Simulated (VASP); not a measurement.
A run of VASP 6.6.1 is set up as follows.

File INCAR:

```
SYSTEM = Cd2SnO3
  ALGO = Fast
  EDIFF = 1E-6
  EDIFFG = -0.04
  ENCUT = 600
  GGA = PE
  IBRION = 2
  ISIF = 3
  ISMEAR = 0
  LASPH = .True.
  LCHARG = .False.
  LREAL = .False.
  LWAVE = .False.
  NELM = 80
  NSW = 90
  PREC = Accurate
  SIGMA = 0.1
```

The input KPOINTS:

```
k-points
0
Gamma
  4 4 4
  0 0 0
```

POSCAR

```
Cd2SnO3
1.0
    2.6156247600     -4.3826494400      0.0000000000
    2.6156247600      4.3826494400      0.0000000000
    0.0000000000      0.0000000000      4.1077918000
Cd Sn O
2 1 3
Direct
    0.0000000000      0.5000000000      0.5000000000
    0.5000000000      0.0000000000      0.5000000000
    0.5000000000      0.5000000000      0.0000000000
    0.1601293000      0.8398707000      0.0000000000
    0.8398707000      0.1601293000      0.0000000000
    0.0000000000      0.0000000000      0.5000000000
```

Potentials or basis: VASP PAW PBE potentials, release 64 (Cd, Sn_d, O).

Command:

```console
$ cat potpaw_PBE.64/Cd/POTCAR potpaw_PBE.64/Sn_d/POTCAR potpaw_PBE.64/O/POTCAR > POTCAR
$ mpirun -np 1 vasp_std > vasp.out
```

(1) What does it give for the space group after relaxing (to 0.1 Å)?

(2) Estimate the relaxed cell.

(3) What does it give for the relaxed volume?

(4) What does it give for the band gap on the k mesh?

Answers

(1) Cmmm (No. 65).

(2) a = 6.059 Å, b = 6.059 Å, c = 3.380 Å, α = 90.00°, β = 90.00°, γ = 122.46°.

(3) 17.45 Å³/atom.

(4) zero (bands 28 and 29 overlap by 0.28 eV).

Caveat: the k points lie up to 0.46 Å⁻¹ apart in the final cell; semilocal functionals underestimate gaps, and a narrow one can read as zero; a cell axis changed by over 15 % at a fixed basis, so the end point is rough; spin-orbit coupling is left out, which moves the levels of the heavy elements.
